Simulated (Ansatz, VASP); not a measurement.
## One calculation of InSb, two programs

File INCAR:

```
PREC = Accurate
ENCUT = 520
EDIFF = 1E-6
ISMEAR = 0
SIGMA = 0.15
LREAL = F
LASPH = T
NELM = 100
ALGO = Normal
ISIF = 2
LWAVE = F
LCHARG = T
GGA = PS
LELF = T
LVHAR = T
NBANDS = 16
```

File KPOINTS:

```
Automatic mesh
0
Gamma
  12 12 12
```

Contents of POSCAR:

```
InSb
1.0
    0.0000000000      3.4982280000      3.2391000000
    3.4982280000      0.0000000000      3.2391000000
    3.4982280000      3.4982280000      0.0000000000
In Sb
1 1
Direct
    0.0000000000      0.0000000000      0.0000000000
    0.7500000000      0.7500000000      0.7500000000
```

Input for Ansatz:

```yaml
crystal:
  lattice:
    - [0.0, 3.498228, 3.2391]
    - [3.498228, 0.0, 3.2391]
    - [3.498228, 3.498228, 0.0]
  atoms:
    - { symbol: In, position: [0.0, 0.0, 0.0] }
    - { symbol: Sb, position: [0.75, 0.75, 0.75] }
basis:
  ecutwfc: 420
kpoints:
  mp_grid: { grid: [12, 12, 12] }
hamiltonian:
  xc: pbesol
scf:
  occupations: { method: gaussian, width: 0.15 }
output:
  forces: true
  stress: true
  eigenvalues: true
```

Change from the starting cell: strain +0.080 along x and y, +0.000 along z, atoms carried along.

Alike in both runs: task single point; functional PBEsol; k mesh 12 × 12 × 12; occupations gaussian, width 0.15 eV; no spin polarisation.

|  | VASP | Ansatz |
| --- | --- | --- |
| version | VASP 6.6.1 | Ansatz 0.2.0 |
| potentials or method | VASP PAW PBE potentials, release 64 (In_d, Sb), cutoff 520 eV | scalar-relativistic, plane waves, PAW |
| valence electrons in the cell | 18 | 28 |

```tsv
	VASP	Ansatz	Ansatz less VASP
gap on the k mesh at the Fermi level (eV)	0.19	0.19	0.000
least direct gap on the mesh (eV)	0.30	0.30	0.000
pressure (GPa)	-4.2	-4.2	0.00
traceless stress, the component that is largest in VASP (GPa)	1.23	1.23	0.000
```

VASP's potentials were made for PBE, not for PBEsol. The functional is the same, so the differences come from potentials, cutoffs and numerics. VASP's potentials hold 18 valence electrons a cell and Ansatz's 28, so a difference there can come from the potentials and not from the codes.

Neither program's run includes spin-orbit coupling.
